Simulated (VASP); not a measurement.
Set up this calculation in VASP 6.6.1, as the native input.

| Quantity | Value |
| --- | --- |
| Task | single point |
| Functional | PBE |
| Potentials or basis | VASP PAW PBE potentials, release 64 (Ta_pv, S) |
| Cutoff | 520 eV |
| k mesh | 4 × 4 × 1 |
| Occupations | gaussian, width 0.1 eV |
| Spin | no spin polarisation |
| Dipole correction | yes |
| Further INCAR settings | LREAL = Auto; ALGO = Normal; EDIFF = 1e-07; NBANDS = 105 |

The structure of Ta16S lies in POSCAR:

```
Ta16S
1.0
    6.6379342675      0.0000000000      0.0000000000
    0.0000000000      6.6379342675      0.0000000000
    0.0000000000      0.0000000000     20.2996557315
Ta S
16 1
Direct
    0.2500000000      0.2500000000      0.1970476767
    0.2500000000      0.7500000000      0.1970476767
    0.7500000000      0.2500000000      0.1970476767
    0.7500000000      0.7500000000      0.1970476767
    0.0000000000      0.0000000000      0.2787970221
    0.0000000000      0.5000000000      0.2787970221
    0.5000000000      0.0000000000      0.2787970221
    0.5000000000      0.5000000000      0.2787970221
    0.2500000000      0.2500000000      0.3599139031
    0.2500000000      0.7500000000      0.3599139031
    0.7500000000      0.2500000000      0.3599139031
    0.7500000000      0.7500000000      0.3599139031
    0.0000000000      0.0000000000      0.4334879294
    0.0000000000      0.5000000000      0.4334879294
    0.5000000000      0.0000000000      0.4334879294
    0.5000000000      0.5000000000      0.4334879294
    0.1875000000      0.1875000000      0.5039000016
```

These files were run (other wordings do the same):

INCAR

```
SYSTEM = Ta16S
PREC = Accurate
ENCUT = 520
EDIFF = 1E-7
ISMEAR = 0
SIGMA = 0.1
LREAL = Auto
LASPH = .TRUE.
NELM = 100
ALGO = Normal
ISIF = 2
LWAVE = .FALSE.
LCHARG = .FALSE.
LDIPOL = .TRUE.
IDIPOL = 3
DIPOL = 0.5 0.5 0.328
GGA = PE
NBANDS = 105
```

KPOINTS

```
regular mesh
0
G
  4 4 1
  0 0 0
```

Potentials or basis: VASP PAW PBE potentials, release 64 (Ta_pv, S).

Run with:

```console
$ cat potpaw_PBE.64/Ta_pv/POTCAR potpaw_PBE.64/S/POTCAR > POTCAR
$ mpirun -np 1 vasp_std > vasp.out
```

Results of the run:

| Property | Result |
| --- | --- |
| Largest force | 2.741 eV/Å |
| Band gap on the k mesh | zero (bands 91 and 92 overlap by 0.34 eV) |

Caveat: spin-orbit coupling is left out, which moves the levels of the heavy elements.

Wall time 34 min on 1 thread of Intel(R) Xeon(R) Platinum 8259CL CPU @ 2.50GHz (Skylake/Cascade Lake), on a shared host, peak memory 1 GiB.
